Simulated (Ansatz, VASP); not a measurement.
Sn in VASP and in Ansatz

```
Sn
1.0
     0.00000    3.27078    3.27078
     3.27078    0.00000    3.27078
     3.27078    3.27078    0.00000
Sn
2
Direct
  0.50000 0.50000 0.50000
  0.75000 0.75000 0.75000
```

Alike in both runs: task single point; functional PBEsol; k mesh 18 × 18 × 18; occupations gaussian, width 0.15 eV; no spin polarisation.

|  | VASP | Ansatz |
| --- | --- | --- |
| version | VASP 6.6.1 | Ansatz 0.2.0 |
| potentials or method | VASP PAW PBE potentials, release 64 (Sn_d), cutoff 520 eV | scalar-relativistic, plane waves, PAW |
| valence electrons in the cell | 28 | 28 |

VASP gave:

| Quantity | Value |
| --- | --- |
| gap on the k mesh at the Fermi level (eV) | none |
| pressure (GPa) | -0.1 |

Question: Which values does Ansatz return?

Answer: gap on the k mesh at the Fermi level (eV): none; pressure (GPa): 0.0.

VASP's potentials were made for PBE, not for PBEsol. A gap of «none» marks a metal or a gap that the smearing closes.
